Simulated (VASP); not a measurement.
# InAs in VASP: relaxation of the atoms with PBE+D3(BJ)

Aim: the relaxation of the atoms of InAs with PBE+D3(BJ).

Everything below comes from runs of VASP 6.6.1. Logs are shortened: lines on timing, memory, paths and dates and some standing lists are left out, and cuts for length are marked.

### Step 1. The cell of the first run

The cell holds a slab with vacuum, 4 atoms: a = 4.322 Å, b = 4.322 Å, c = 18.411 Å, α = 90.00°, β = 90.00°, γ = 120.00°.

### Step 2. Relaxation of the atoms, PBE+D3(BJ)

INCAR reads:

```
PREC     = Accurate       # precision mode
ENCUT    = 520            # plane-wave cutoff, eV
EDIFF    = 1E-6           # SCF threshold, eV
ISMEAR   = 0              # smearing method
SIGMA    = 0.1            # smearing width, eV
LREAL    = F              # projectors in reciprocal space
LASPH    = T              # aspherical terms in the spheres
NELM     = 80             # most SCF steps
ALGO     = Normal         # electronic algorithm
ISIF     = 2              # what is computed and relaxed
LWAVE    = F              # write WAVECAR
LCHARG   = F              # write CHGCAR
LDIPOL   = T            
IDIPOL   = 3            
DIPOL    = 0.5 0.5 0.500
GGA      = PE             # functional
IVDW     = 12             # dispersion correction
IBRION   = 2              # ionic algorithm
NSW      = 70             # ionic steps
EDIFFG   = -0.03          # ionic threshold
```

KPOINTS reads:

```
regular mesh
0
Gamma
  9 9 1
```

POSCAR reads:

```
InAs
1.0
    4.3220706691      0.0000000000      0.0000000000
   -2.1610353346      3.7430229964      0.0000000000
    0.0000000000      0.0000000000     18.4111949048
As In
2 2
Selective dynamics
Direct
    0.0000000000      0.0000000000      0.3802034597  F F F
    0.3333333333      0.6666666667      0.5718779242  T T T
    0.3333333333      0.6666666667      0.4281220758  F F F
    0.6666666667      0.3333333333      0.6197965403  T T T
```

Potentials or basis: VASP PAW PBE potentials, release 64 (As, In_d).

Run with:

```
> cat potpaw_PBE.64/As/POTCAR potpaw_PBE.64/In_d/POTCAR > POTCAR
> mpirun -np 1 vasp_std > vasp.out
```

OUTCAR:

```text
PREC = Accurate
   ENCUT = 520
   EDIFF = 1E-6
   ISMEAR = 0
   LREAL = F
   LASPH = T
   NELM = 80
   ISIF = 2
   GGA = PE
   IVDW = 12
   IBRION = 2
   NSW = 70
   EDIFFG = -0.03
 IVDW          = 12

 ion  position               nearest neighbor table
   1  0.000  0.000  0.380-   3 2.65   3 2.65   3 2.65
   2  0.333  0.667  0.572-   4 2.65   4 2.65   4 2.65   3 2.65
   3  0.333  0.667  0.428-   1 2.65   1 2.65   1 2.65   2 2.65
   4  0.667  0.333  0.620-   2 2.65   2 2.65   2 2.65

  LATTYP: Found a hexagonal cell.
 ALAT       =     4.3220706691
 C/A-ratio  =     4.2598088542

  Lattice vectors:

 A1 = (   4.3220706691,   0.0000000000,   0.0000000000)
 A2 = (  -2.1610353346,   3.7430229964,   0.0000000000)
 A3 = (   0.0000000000,   0.0000000000,  18.4111949048)

Analysis of symmetry for initial positions (statically):
=====================================================================
 Subroutine PRICEL returns:
 Original cell was already a primitive cell.

 Routine SETGRP: Setting up the symmetry group for a
 hexagonal supercell.

 Subroutine GETGRP returns: Found  6 space group operations
 (whereof  6 operations were pure point group operations)
 out of a pool of 24 trial point group operations.

The static configuration has the point symmetry C_3v.

Analysis of symmetry for dynamics (positions and initial velocities):
=====================================================================
 Subroutine PRICEL returns:
 Original cell was already a primitive cell.

 Routine SETGRP: Setting up the symmetry group for a
 hexagonal supercell.

 Subroutine GETGRP returns: Found  6 space group operations
 (whereof  6 operations were pure point group operations)
 out of a pool of 24 trial point group operations.

The dynamic configuration has the point symmetry C_3v.

Analysis of constrained symmetry for selective dynamics:
=====================================================================
 Subroutine PRICEL returns:
 Original cell was already a primitive cell.

 Routine SETGRP: Setting up the symmetry group for a
 hexagonal supercell.

 Subroutine GETGRP returns: Found  6 space group operations
 (whereof  6 operations were pure point group operations)
 out of a pool of 24 trial point group operations.

The constrained configuration has the point symmetry C_3v.

 Subroutine INISYM returns: Found  6 space group operations
 (whereof  6 operations are pure point group operations),
[... 86 lines left out ...]
   NELM   =     80;   NELMIN=  2; NELMDL= -5     # of ELM steps
   EDIFF  = 0.1E-05   stopping-criterion for ELM
   LREAL  =      F    real-space projection
   EDIFFG = -.3E-01   stopping-criterion for IOM
   NSW    =     70    number of steps for IOM
   IBRION =      2    ionic relax: 0-MD 1-quasi-New 2-CG
   NFREE  =      1    steps in history (QN), initial steepest desc. (CG)
   ISIF   =      2    stress and relaxation
   ISYM   =      2    0-nonsym 1-usesym 2-fastsym
   POTIM  = 0.5000    time-step for ionic-motion
   TEBEG  =    0.0;   TEEND  =   0.0 temperature during run
   PSTRESS=    0.0 pullay stress
   NELECT =      36.0000    total number of electrons
   NUPDOWN=      -1.0000    fix difference up-down
   EMIN   =  10.00;   EMAX   =-10.00  energy-range for DOS
   EFERMI =   0.00;   METHOD = LEGACY
   ISMEAR =     0;   SIGMA  =   0.10  broadening in eV -4-tet -1-fermi 0-gaus
   EFERMI_NEDOS =   21; number of points for ismear=-14 and -15
   IALGO  =     38    algorithm
   IMIX   =      4    mixing-type and parameters
     AMIX     =   0.40;   BMIX     =  1.00
     AMIX_MAG =   1.60;   BMIX_MAG =  1.00
  volume/ion in A,a.u.               =      74.46       502.50
  Fermi-wavevector in a.u.,A,eV,Ry     =   0.809426  1.529592  8.914124  0.655170
  Thomas-Fermi vector in A             =   1.918414
   LORBIT       =      0    0 simple, 1 ext, 2 COOP (PROOUT), +10 PAW based schemes
   GGA     = PE    functional components
   LHFCALC =     F    Hartree Fock is set to
   AEXX    =    0.0000 exact exchange contribution
   IVDW    =    12    specifies the selected vdW correction
   LEPSILON=     F    determine dielectric tensor
   LRPA    =     F    only Hartree local field effects (RPA)
 conjugate gradient relaxation of ions
 non-spin polarized calculation
 Gauss-broadening in eV      SIGMA  =   0.10
  energy-cutoff  :      520.00
  volume of cell :      297.85
 maximum number of plane-waves:      8046
   NGX = 17   NGY = 17   NGZ = 69

--------------------------------------- Ionic step        1  -------------------------------------------

 number of electron      35.9999996 magnetization

 Free energy of the ion-electron system (eV)
  ---------------------------------------------------
  ext. energy  EPLUGINS =         0.00000000
  ---------------------------------------------------
  free energy    TOTEN  =       -13.98029808 eV

  energy without entropy =      -13.97610857  energy(sigma->0) =      -13.97820333

------------------------ aborting loop because EDIFF is reached ----------------------------------------

 Edisp (eV)   -0.84945

 E8    (eV) :    -0.4103
[... 327 lines left out ...]
--------------------------------------- Ionic step        9  -------------------------------------------

 number of electron      36.0000003 magnetization

 dipolmoment           0.000000      0.000000     -0.201025 electrons x Angstroem

 Free energy of the ion-electron system (eV)
  ---------------------------------------------------
  ext. energy  EPLUGINS =         0.00000000
  ---------------------------------------------------
  free energy    TOTEN  =       -14.07499559 eV

  energy without entropy =      -14.07321258  energy(sigma->0) =      -14.07410409

 E-fermi :  -0.8327     XC(G=0):  -4.1787

 val. band max:       -0.8336347857   @ k =   0.0000   0.0000   0.0000
 cond. band min:      -0.6778729649   @ k =   0.3333   0.3333   0.0000
 fundamental gap:      0.1557618208
 Fermi energy:        -0.8327152098

 k-point     1 :       0.0000    0.0000    0.0000
  band No.  band energies     occupation
      1     -16.3351      2.00000
      2     -16.2341      2.00000
      3     -16.2341      2.00000
      4     -16.1462      2.00000
      5     -16.1462      2.00000
      6     -15.0450      2.00000
[... 289 lines left out ...]
     21       2.5618      0.00000
     22       3.2349      0.00000

------------------------ aborting loop because EDIFF is reached ----------------------------------------

 vacuum level on the upper side and lower side of the slab       (xc-potential included)        -1.324         0.875

 Edisp (eV)   -0.83369

 E8    (eV) :    -0.4019

  FORCE on cell =-STRESS in cart. coord.  units (eV):
  Direction    XX          YY          ZZ          XY          YZ          ZX
  --------------------------------------------------------------------------------------
  -------------------------------------------------------------------------------------
  Total       0.28197     0.28197    -0.34469    -0.00000     0.00000     0.00000
  in kB       1.51675     1.51675    -1.85414    -0.00000     0.00000     0.00000
  external pressure =        0.39 kB  Pullay stress =        0.00 kB
[... 19 lines left out ...]
  FREE ENERGIE OF THE ION-ELECTRON SYSTEM (eV)
  ---------------------------------------------------
  free  energy   TOTEN  =       -14.9086876267 eV

  energy  without entropy=      -14.9069046109  energy(sigma->0) =      -14.90779612

 reached required accuracy - stopping structural energy minimisation

 vacuum level on the upper side and lower side of the slab         2.008         4.271
```

CONTCAR:

```text
InAs
   1.00000000000000
     4.3220706691000004    0.0000000000000000    0.0000000000000000
    -2.1610353346000002    3.7430229964000001    0.0000000000000000
     0.0000000000000000    0.0000000000000000   18.4111949047999985
  As              In
     2     2
Selective dynamics
Direct
     0.0000000000000000    0.0000000000000000    0.3802034596999988   F   F   F
     0.3333333332999970    0.6666666667000030    0.5826851370720639   T   T   T
     0.3333333332999970    0.6666666667000030    0.4281220757999975   F   F   F
     0.6666666667000030    0.3333333332999970    0.6209996885187753   T   T   T

  0.00000000E+00  0.00000000E+00  0.00000000E+00
  0.00000000E+00  0.00000000E+00  0.00000000E+00
  0.00000000E+00  0.00000000E+00  0.00000000E+00
  0.00000000E+00  0.00000000E+00  0.00000000E+00
```

Run time: 6.3 min. Hardware: 1 thread of Intel Xeon Platinum 8488C (Sapphire Rapids), shared host; peak memory 0.44 GiB.

Results:

```yaml
Free_energy: -14.9087 eV
Energy_gained_by_relaxing: 19.7 meV/atom
Ionic_steps: 9
Band_gap_on_the_k_mesh: zero (filled and empty bands touch)
Dispersion_energy_per_atom: -0.208 eV
```

The path:
| step | energy change (eV) | largest force on free atoms (eV/Å) | pressure (GPa) |
| --- | --- | --- | --- |
| 1 | 0.0000 | 0.9582 | 0.07 |
| 2 | -0.0401 | 0.6043 | 0.09 |
| 3 | -0.0741 | 0.0953 | 0.18 |
| 4 | -0.0745 | 0.0975 | 0.19 |
| 5 | -0.0752 | 0.0848 | 0.18 |
| 6 | -0.0770 | 0.0564 | 0.14 |
| 7 | -0.0787 | 0.0331 | 0.06 |
| 8 | -0.0788 | 0.0337 | 0.03 |
| 9 | -0.0789 | 0.0024 | 0.04 |

Final structure:
```yaml
crystal:
  lattice:
    - [4.32207, 0.00000, 0.00000]
    - [-2.16104, 3.74302, 0.00000]
    - [0.00000, 0.00000, 18.41119]
  atoms:
    - { symbol: As, position: [0.00000, 0.00000, 0.38020] }
    - { symbol: As, position: [0.33333, 0.66667, 0.58269] }
    - { symbol: In, position: [0.33333, 0.66667, 0.42812] }
    - { symbol: In, position: [0.66667, 0.33333, 0.62100] }
```

Caveat: spin-orbit coupling is left out, which moves the levels of the heavy elements.

The gap in the log of VASP goes by the Fermi energy; the results here count the filled bands.